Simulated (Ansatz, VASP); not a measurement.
## Two plane-wave programs on TiCo2

```
Ti Co
1.0
     0.00000    3.67773    2.60015
     3.67773    0.00000    2.60015
     3.67773    3.67773    0.00000
Ti Co
2 4
Direct
  0.50000 0.50000 0.50000
  0.75000 0.75000 0.75000
  0.12500 0.12500 0.12500
  0.62500 0.12500 0.12500
  0.12500 0.12500 0.62500
  0.12500 0.62500 0.12500
```

Alike in both runs: task single point; functional PBEsol; k mesh 14 × 14 × 14; occupations gaussian, width 0.15 eV; no spin polarisation.

```csv
,VASP,Ansatz
version,VASP 6.6.1,Ansatz 0.2.0
potentials or method,"VASP PAW PBE potentials, release 64 (Ti_sv, Co), cutoff 520 eV","scalar-relativistic, plane waves, PAW"
valence electrons in the cell,60,92
```

```csv
,VASP,Ansatz,Ansatz less VASP
gap on the k mesh at the Fermi level (eV),none,none,-
pressure (GPa),8.8,9.5,+0.68
"traceless stress, the component that is largest in VASP (GPa)",21.85,22.31,+0.462
```

VASP's potentials were made for PBE, not for PBEsol. A gap of «none» marks a metal or a gap that the smearing closes. With one functional, cell and mesh, what is left measures potentials, basis and numerics. VASP's potentials hold 60 valence electrons a cell and Ansatz's 92, so a difference there can come from the potentials and not from the codes.
